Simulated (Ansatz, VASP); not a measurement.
# Two plane-wave programs on Ta2N

File INCAR:

```
ALGO     = Normal         # electronic algorithm
EDIFF    = 1E-6           # SCF threshold, eV
ENCUT    = 520            # plane-wave cutoff, eV
GGA      = RP             # functional
ISIF     = 2              # what is computed and relaxed
ISMEAR   = -1             # smearing method
LASPH    = True           # aspherical terms in the spheres
LCHARG   = False          # write CHGCAR
LREAL    = False          # projectors in reciprocal space
LWAVE    = False          # write WAVECAR
NBANDS   = 20             # bands
NELM     = 100            # most SCF steps
PREC     = Accurate       # precision mode
SIGMA    = 0.05           # smearing width, eV
```

KPOINTS

```
k-points
0
Gamma
  10 10 6
```

The input POSCAR:

```
Ta2N
1.0
    3.1128615060      0.0000000000      0.0000000000
   -1.5564307530      2.6958171426      0.0000000000
    0.0000000000      0.0000000000      4.8698410000
Ta N
2 1
Direct
    0.3333333333      0.6666666667      0.2547110000
    0.6666666667      0.3333333333      0.7452890000
    0.0000000000      0.0000000000      0.0000000000
```

The input input.yaml:

```yaml
crystal:
  lattice:
    - [3.112861506, 0.0, 0.0]
    - [-1.556430753, 2.6958171426, 0.0]
    - [0.0, 0.0, 4.869841]
  atoms:
    - { symbol: Ta, position: [0.3333333333, 0.6666666667, 0.254711] }
    - { symbol: Ta, position: [0.6666666667, 0.3333333333, 0.745289] }
    - { symbol: "N", position: [0.0, 0.0, 0.0] }
hamiltonian:
  xc: rpbe
  pseudopotentials: { kind: paw }
kpoints:
  mp_grid: { grid: [10, 10, 6] }
  band_path:
    path:
      - [[0.0, 0.0, 0.0], [0.5, 0.0, 0.0], [0.3333333333, 0.3333333333, 0.0], [0.0, 0.0, 0.0], [0.0, 0.0, 0.5], [0.5, 0.0, 0.5], [0.3333333333, 0.3333333333, 0.5], [0.0, 0.0, 0.5]]
      - [[0.5, 0.0, 0.5], [0.5, 0.0, 0.0]]
      - [[0.3333333333, 0.3333333333, 0.0], [0.3333333333, 0.3333333333, 0.5]]
    npoints: 14
scf:
  occupations: { method: fermi_dirac, width: 0.05 }
  n_extra_bands: 7
output:
  forces: true
  stress: true
  eigenvalues: true
  fatbands: false
  write_density: true
  write_potential: true
  elf: true
  volumetric_format: npy
```

Alike in both runs: functional RPBE; k mesh 10 × 10 × 6; occupations fermi-dirac, width 0.05 eV; no spin polarisation.

|  | VASP | Ansatz |
| --- | --- | --- |
| version | VASP 6.6.1 | Ansatz 0.2.0 |
| potentials or method | VASP PAW PBE potentials, release 64 (Ta_pv, N) | Ansatz PAW |
| plane-wave cutoff (eV) | 520 | 420 |
| valence electrons in the cell | 27 | 31 |
| task | single point | band structure |

```tsv
	VASP	Ansatz	Ansatz less VASP
gap on the k mesh at the Fermi level (eV)	none	none	-
pressure (GPa)	3.0	2.6	-0.40
traceless stress, the component that is largest in VASP (GPa)	0.94	1.00	+0.066
rms of the force components (eV/Å)	0.065	0.044	-0.0215
```

VASP's potentials were made for PBE, not for RPBE. Atom by atom the forces differ by 0.021 eV/Å (rms over components). A gap of «none» marks a metal or a gap that the smearing closes. With one functional, cell and mesh, what is left measures potentials, basis and numerics. VASP's potentials hold 27 valence electrons a cell and Ansatz's 31, so a difference there can come from the potentials and not from the codes.

Spin-orbit coupling is off throughout.
